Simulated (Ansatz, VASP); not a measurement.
## LiH: VASP beside Ansatz

The input POSCAR:

```
LiH
1.0
    0.0000000000      2.1451220099      2.1451220099
    2.1451220099      0.0000000000      2.1451220099
    2.1451220099      2.1451220099      0.0000000000
Li H
1 1
Direct
    0.0000000000      0.0000000000      0.0000000000
    0.2500000000      0.2500000000      0.2500000000
```

INCAR.step1

```
SYSTEM = LiH
PREC = Accurate
ENCUT = 520
ISMEAR = 0
SIGMA = 0.01
LREAL = .FALSE.
LASPH = .TRUE.
NELM = 80
NBANDS = 9
GGA = PE
ALGO = Normal
EDIFF = 1E-4
LWAVE = .TRUE.
LCHARG = .FALSE.
```

File INCAR.step2:

```
SYSTEM = LiH
PREC = Accurate
ENCUT = 520
EDIFF = 1E-6
ISMEAR = 0
SIGMA = 0.01
LREAL = .FALSE.
LASPH = .TRUE.
NELM = 80
ALGO = Normal
ISIF = 2
LWAVE = .FALSE.
LCHARG = .TRUE.
METAGGA = R2SCAN
LMIXTAU = .TRUE.
LELF = .TRUE.
LVHAR = .TRUE.
NBANDS = 9
ISTART = 1
```

The input KPOINTS:

```
Automatic mesh
0
G
  10 10 10
  0 0 0
```

Input for Ansatz:

```yaml
crystal:
  lattice:
    - [0.0, 2.1451220099, 2.1451220099]
    - [2.1451220099, 0.0, 2.1451220099]
    - [2.1451220099, 2.1451220099, 0.0]
  atoms:
    - { symbol: Li, position: [0.0, 0.0, 0.0] }
    - { symbol: H, position: [0.25, 0.25, 0.25] }
kpoints:
  mp_grid: { grid: [10, 10, 10] }
  band_path:
    path:
      - [0.0, 0.0, 0.0]
      - [-0.5, -0.5, 0.0]
      - [-0.375, -0.375, 0.25]
      - [-0.375, 0.0, 0.375]
      - [0.0, 0.0, 0.5]
      - [-0.5, -0.25, 0.25]
      - [-0.15, -0.075, 0.425]
      - [0.25, -0.5, -0.25]
    npoints: 1
hamiltonian:
  xc: r2scan
scf:
  occupations: { method: fixed }
  n_extra_bands: 4
output:
  forces: true
  stress: true
  eigenvalues: true
```

Alike in both runs: task single point; functional r2SCAN; k mesh 10 × 10 × 10; no spin polarisation.

```csv
,VASP,Ansatz
version,VASP 6.6.1,Ansatz 0.2.0
potentials or method,"VASP PAW PBE potentials, release 64 (Li_sv, H)","plane waves, PAW"
plane-wave cutoff (eV),520,500
occupations,"gaussian, width 0.01 eV",fixed
valence electrons in the cell,4,4
```

Ansatz gave:

| Quantity | Value |
| --- | --- |
| gap on the k mesh at the Fermi level (eV) | 4.75 |

Q: Estimate VASP's values.

A: gap on the k mesh at the Fermi level (eV): 4.82.

VASP's potentials were made for PBE, not for r2SCAN.

Noted on VASP's run: the cutoff is short for stress, so the pressure is rough.
